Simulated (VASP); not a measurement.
Input of a VASP 6.6.1 run:

INCAR

```
SYSTEM = ZnPb2N2
ALGO = Normal
EDIFF = 1E-6
ENCUT = 520
GGA = PE
ISIF = 2
ISMEAR = 0
IVDW = 12
LASPH = .True.
LCHARG = .False.
LREAL = .False.
LWAVE = .False.
NBANDS = 33
NELM = 100
PREC = Accurate
SIGMA = 0.05
```

KPOINTS

```
k-points
0
Gamma
  9 9 4
  0 0 0
```

File POSCAR:

```
ZnPb2N2
1.0
    3.3660165362      0.0000000000      0.0000000000
   -1.6830082681      2.9150558299      0.0000000000
    0.0000000000      0.0000000000     11.0384665722
Zn Pb N
1 2 2
Direct
    0.0000000000      0.0000000000      0.5000000000
    0.6666666667      0.3333333333      0.1869330000
    0.3333333333      0.6666666667      0.8130670000
    0.0000000000      0.0000000000      0.6983190000
    0.0000000000      0.0000000000      0.3016810000
```

Potentials or basis: VASP PAW PBE potentials, release 64 (Zn, Pb_d, N).

Command:

```sh
$ cat potpaw_PBE.64/Zn/POTCAR potpaw_PBE.64/Pb_d/POTCAR potpaw_PBE.64/N/POTCAR > POTCAR
$ mpirun -np 1 vasp_std > vasp.out
```

Question: Predict the band gap on the k mesh.

Answer: 0.37 eV, indirect (least direct gap 0.45 eV).

Question: What does it give for the dispersion energy per atom?

Answer: -0.247 eV.

Question: What does it give for the largest force?

Answer: 1.273 eV/Å.

Forces on the atoms (eV/Å):
```
Zn   0.000  0.000  0.000
Pb   0.000  0.000  1.177
Pb   0.000  0.000 -1.177
N    0.000  0.000 -1.273
N    0.000  0.000  1.273
```

Caveat: spin-orbit coupling is left out, which moves the levels of the heavy elements; forces of over 1 eV/Å act on the atoms, so gaps and moduli don't describe the material at rest. A k mesh can miss the band edges.
